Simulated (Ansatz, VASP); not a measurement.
**Two plane-wave programs on TeAs2**

```xyz
6
Lattice="-3.5565 3.5565 2.9405 3.5565 -3.5565 2.9405 3.5565 3.5565 -2.9405" Properties=species:S:1:pos:R:3 pbc="T T T"
Te    0.0000    0.0000    0.0000
Te    0.0000    3.5565    1.4703
As    0.0000    1.7782    3.6756
As    3.5565    1.7782    0.7351
As    1.7782    3.5565   -0.7351
As    1.7782    0.0000    2.2054
```

Alike in both runs: task single point; functional PBE; k mesh 6 × 6 × 6; occupations fermi-dirac, width 0.05 eV; no spin polarisation.

|  | VASP | Ansatz |
| --- | --- | --- |
| version | VASP 6.6.1 | Ansatz 0.2.0 |
| potentials or method | VASP PAW PBE potentials, release 64 (Te, As) | Ansatz PAW |
| plane-wave cutoff (eV) | 520 | 420 |
| valence electrons in the cell | 32 | 92 |

|  | VASP | Ansatz | Ansatz less VASP |
| --- | --- | --- | --- |
| gap on the k mesh at the Fermi level (eV) | none | none | - |
| pressure (GPa) | -0.8 | -0.9 | -0.03 |
| traceless stress, the component that is largest in VASP (GPa) | -0.58 | -0.60 | -0.018 |

A gap of «none» marks a metal or a gap that the smearing closes. VASP's potentials hold 32 valence electrons a cell and Ansatz's 92, so a difference there can come from the potentials and not from the codes.

Spin-orbit coupling is off throughout.
